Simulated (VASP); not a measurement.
Crystal: MoS2.

```xyz
3
Lattice="1.5876 0.9166 6.1939 -1.5876 0.9166 6.1939 0.0000 -1.8332 6.1939" Properties=species:S:1:pos:R:3 pbc="T T T"
Mo    0.0000    0.0000   -0.0003
S     0.0000    0.0000    7.7486
S     0.0000    0.0000    4.6395
```

Base run:

```yaml
Program: VASP 6.6.1
Functional: PBEsol
Potentials_or_basis: VASP PAW PBE potentials, release 64 (Mo_sv, S)
Cutoff: 520 eV
k_mesh: 6 × 6 × 6
Occupations: gaussian, width 0.5 eV
Spin: no spin polarisation
```

Its results: band gap on the k mesh 0.93 eV (least direct gap 1.69 eV); pressure -2.5 GPa; largest force 0.148 eV/Å.

Question: After a change of settings the same cell gave: band gap on the k mesh 0.93 eV (least direct gap 1.69 eV); pressure -0.8 GPa; largest force 0.019 eV/Å. Which change was it?
A. occupations from gaussian, width 0.5 eV to fermi-dirac, width 0.5 eV
B. occupations from gaussian, width 0.5 eV to gaussian, width 0.01 eV
C. functional from PBEsol to r2SCAN; occupations from gaussian, width 0.5 eV to gaussian, width 0.01 eV
D. occupations from gaussian, width 0.5 eV to methfessel-paxton, width 0.001 eV; further incar settings from ALGO = Normal; EDIFF = 1e-06; NBANDS = 20 to ALGO = Normal; EDIFF = 1e-07; NBANDS = 20

Answer: A.

Caveats: the PAW data sets were made with another functional, which shifts forces and pressure a little.
